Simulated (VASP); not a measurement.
PbF2, 3 atoms in the cell. It takes space group R-3m (No. 166, trigonal). The conventional cell has a = 4.354 Å, b = 4.354 Å, c = 9.814 Å, α = 90.00°, β = 90.00°, γ = 120.00°. Pb (site symmetry -3m) has 8 F at 2.51 to 2.63 Å within 3.3 Å. F (site symmetry 3m) has 4 Pb at 2.51 to 2.63 Å and 6 F at 2.94 to 3.07 Å within 3.3 Å.  This cell differs from its parent crystal: epitaxial 111 strain +4.0%.

```yaml
Program: VASP 6.6.1
Task: single point
Functional: r2SCAN
Potentials_or_basis: VASP PAW PBE potentials, release 64 (Pb_d, F)
Cutoff: 520 eV
k_mesh: 8 × 8 × 8
Occupations: gaussian, width 0.01 eV
Spin: no spin polarisation
Dipole_correction: no
Further_INCAR_settings: ALGO = Normal; EDIFF = 1e-06; NBANDS = 21
```

Potentials or basis: VASP PAW PBE potentials, release 64 (Pb_d, F).

The run is started by

```bash
$ cat potpaw_PBE.64/Pb_d/POTCAR potpaw_PBE.64/F/POTCAR > POTCAR
$ cp INCAR.step1 INCAR
$ mpirun -np 1 vasp_std > vasp.out
$ cp INCAR.step2 INCAR
$ mpirun -np 1 vasp_std > vasp.out
```

Hardware: 1 thread of Intel(R) Xeon(R) Platinum 8259CL CPU @ 2.50GHz (Skylake/Cascade Lake), with other jobs on the host.

Problem. Estimate the wall time of this run.

Solution. Run time: 3.1 min on 1 thread of Intel(R) Xeon(R) Platinum 8259CL CPU @ 2.50GHz (Skylake/Cascade Lake) (shared host), peak memory 0.22 GiB. Counts: k points 65.
